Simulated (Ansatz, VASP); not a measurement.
**One calculation of EuS, two programs**

The input INCAR:

```
PREC = Accurate
ENCUT = 600
EDIFF = 1E-7
ISMEAR = -1
SIGMA = 0.05
LREAL = F
LASPH = T
NELM = 200
ALGO = Normal
ISIF = 3
LWAVE = F
LCHARG = F
ISPIN = 2
MAGMOM = 7 0
LORBIT = 11
LMAXMIX = 6
GGA = B5
ALDAX = 1.0
AGGAX = 1.0
AGGAC = 1.0
ALDAC = 0.0
IVDW = 12
VDW_S6 = 1.0
VDW_S8 = 2.6996
VDW_A1 = 0.4298
VDW_A2 = 4.2359
IBRION = 2
NSW = 60
EDIFFG = -0.01
GGA_COMPAT = F
NELMIN = 4
```

KPOINTS

```
Automatic mesh
0
Gamma
  8 8 8
```

Contents of POSCAR:

```
EuS
1.0
    0.0000000000      2.9785000000      2.9785000000
    2.9785000000      0.0000000000      2.9785000000
    2.9785000000      2.9785000000      0.0000000000
Eu S
1 1
Direct
    0.0000000000      0.0000000000      0.0000000000
    0.5000000000      0.5000000000      0.5000000000
```

The input input.yaml:

```yaml
crystal:
  lattice:
    - [0.0, 2.9785, 2.9785]
    - [2.9785, 0.0, 2.9785]
    - [2.9785, 2.9785, 0.0]
  atoms:
    - { symbol: Eu, position: [0.0, 0.0, 0.0], spin: 7.0 }
    - { symbol: S, position: [0.5, 0.5, 0.5] }
hamiltonian:
  xc: blyp
  pseudopotentials: { kind: paw }
  dispersion: d3bj
magnetization:
  spin_polarized: true
kpoints:
  mp_grid: { grid: [8, 8, 8] }
scf:
  occupations: { method: fermi_dirac, width: 0.05 }
output:
  forces: true
  stress: true
relax:
  f_tol: 0.01
  max_steps: 40
  cell: { stress_tol: 0.05 }
```

Alike in both runs: task relaxation of cell and atoms; functional BLYP; dispersion D3(BJ); k mesh 8 × 8 × 8; occupations fermi-dirac, width 0.05 eV; collinear spin.

|  | VASP | Ansatz |
| --- | --- | --- |
| version | VASP 6.6.1 | Ansatz 0.2.0 |
| potentials or method | VASP PAW PBE potentials, release 64 (Eu, S) | Ansatz PAW |
| plane-wave cutoff (eV) | 600 | 420 |
| valence electrons in the cell | 23 | 23 |

Ansatz gave:

| Quantity | Value |
| --- | --- |
| net moment per atom (μB) | 3.47 |
| size of the moment on the site where the two differ most (μB) | 6.70 |
| relaxed volume (Å³/atom) | 24.19 |
| relaxed length of the cell vector where the two differ most in proportion (Å) | 4.090 |

Task: Which values does VASP return?

Result: net moment per atom (μB): 3.47; size of the moment on the site where the two differ most (μB): 6.57; relaxed volume (Å³/atom): 24.15; relaxed length of the cell vector where the two differ most in proportion (Å): 4.088.

VASP's potentials were made for PBE, not for BLYP. Site moments also hang on the region over which each program counts them.

Spin-orbit coupling is off throughout. Noted on Ansatz's run: the plane-wave basis is chosen anew once the cell has moved, so the energies of steps on either side of that aren't comparable.
